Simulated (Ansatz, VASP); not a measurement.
One calculation of CdO, two programs

```
CELL_PARAMETERS angstrom
0.00000 2.30868 2.30868
2.30868 0.00000 2.30868
2.30868 2.30868 0.00000
ATOMIC_POSITIONS crystal
Cd 0.00000 0.00000 0.00000
O 0.50000 0.50000 0.50000
```

Alike in both runs: task single point; functional PBE; k mesh 16 × 16 × 16; occupations gaussian, width 0.1 eV; no spin polarisation.

|  | VASP | Ansatz |
| --- | --- | --- |
| version | VASP 6.6.1 | Ansatz 0.2.0 |
| potentials or method | VASP PAW PBE potentials, release 64 (Cd_sv_GW, O), cutoff 700 eV | scalar-relativistic, plane waves, PAW |
| valence electrons in the cell | 26 | 26 |

Ansatz gave:

| Property | Result |
| --- | --- |
| gap on the k mesh at the Fermi level (eV) | none |
| pressure (GPa) | 15.2 |

Q: Estimate VASP's values.

A: gap on the k mesh at the Fermi level (eV): none; pressure (GPa): 15.0.

A gap of «none» marks a metal or a gap that the smearing closes. With one functional, cell and mesh, what is left measures potentials, basis and numerics.
